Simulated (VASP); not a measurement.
Be, 1 atom in the cell. It takes space group Fm-3m (No. 225, cubic). Conventional cell: a = 3.159 Å, b = 3.159 Å, c = 3.159 Å, α = 90.00°, β = 90.00°, γ = 90.00°. Be (site symmetry m-3m) has 12 Be at 2.23 Å within 3.0 Å. 

```yaml
Program: VASP 6.6.1
Task: single point
Functional: r2SCAN
Potentials_or_basis: VASP PAW PBE potentials, release 64 (Be)
Cutoff: 520 eV
k_mesh: 22 × 22 × 22
Occupations: gaussian, width 0.1 eV
Spin: no spin polarisation
Dipole_correction: no
Further_INCAR_settings: ALGO = Normal; EDIFF = 1e-06; NBANDS = 7
```

Potentials or basis: VASP PAW PBE potentials, release 64 (Be).

Command:

```sh
$ cat potpaw_PBE.64/Be/POTCAR > POTCAR
$ cp INCAR.step1 INCAR
$ mpirun -np 1 vasp_std > vasp.out
$ cp INCAR.step2 INCAR
$ mpirun -np 1 vasp_std > vasp.out
```

Hardware: 1 thread of AMD EPYC 9R45 96-Core Processor (Zen 5), with other jobs on the host.

**Question.** How long does it take, and how much memory?

**Answer.** Run time: 34 s on 1 thread of AMD EPYC 9R45 96-Core Processor (Zen 5) (shared host), peak memory 0.1 GiB. Counts: k points 328.
